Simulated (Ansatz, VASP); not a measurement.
# Two plane-wave programs on Zr

```xyz
2
Lattice="3.1432 0.0000 0.0000 -1.5716 2.7221 0.0000 0.0000 0.0000 5.0920" Properties=species:S:1:pos:R:3 pbc="T T T"
Zr    0.0000    1.8147    1.2730
Zr    1.5716    0.9074    3.8190
```

Alike in both runs: task relaxation of cell and atoms; functional LDA; k mesh 14 × 14 × 8; occupations fermi-dirac, width 0.1 eV; no spin polarisation.

```csv
,VASP,Ansatz
version,VASP 6.6.1,Ansatz 0.2.0
potentials or method,"VASP PAW LDA potentials, release 64 (Zr_sv)","PAW with Ansatz's default frozen-core files, scalar-relativistic"
plane-wave cutoff (eV),600,420
valence electrons in the cell,24,24
```

|  | VASP | Ansatz | Ansatz less VASP |
| --- | --- | --- | --- |
| relaxed volume (Å³/atom) | 21.81 | 21.79 | -0.016 |
| relaxed length of the cell vector where the two differ most in proportion (Å) | 5.098 | 5.096 | -0.0019 |

LDA's correlation is that of Perdew and Zunger in VASP and of Perdew and Wang (1992) in Ansatz.
